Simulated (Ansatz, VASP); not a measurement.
## Two plane-wave programs on Cs3Ga

```
CELL_PARAMETERS angstrom
5.43506 0.00000 0.00000
-2.71753 4.70690 0.00000
0.00000 0.00000 13.37592
ATOMIC_POSITIONS crystal
Cs 0.33333 0.66667 0.16263
Cs 0.00000 0.00000 0.50000
Cs 0.66667 0.33333 0.83737
Ga 0.00000 0.00000 0.00000
```

Alike in both runs: functional PBE; k mesh 12 × 12 × 4; occupations gaussian, width 0.1 eV; no spin polarisation.

Ansatz relaxed the structure, and its values are those at the end. VASP's run is a single point on that final structure, the one shown.

|  | VASP | Ansatz |
| --- | --- | --- |
| version | VASP 6.6.1 | Ansatz 0.2.0 |
| potentials or method | VASP PAW PBE potentials, release 64 (Cs_sv, Ga_d), cutoff 520 eV | scalar-relativistic, plane waves, PAW |
| valence electrons in the cell | 40 | 40 |

```tsv
	VASP	Ansatz	Ansatz less VASP
gap on the k mesh at the Fermi level (eV)	none	none	-
pressure (GPa)	0.0	0.0	0.00
```

A gap of «none» marks a metal or a gap that the smearing closes.

Spin-orbit coupling is off throughout.
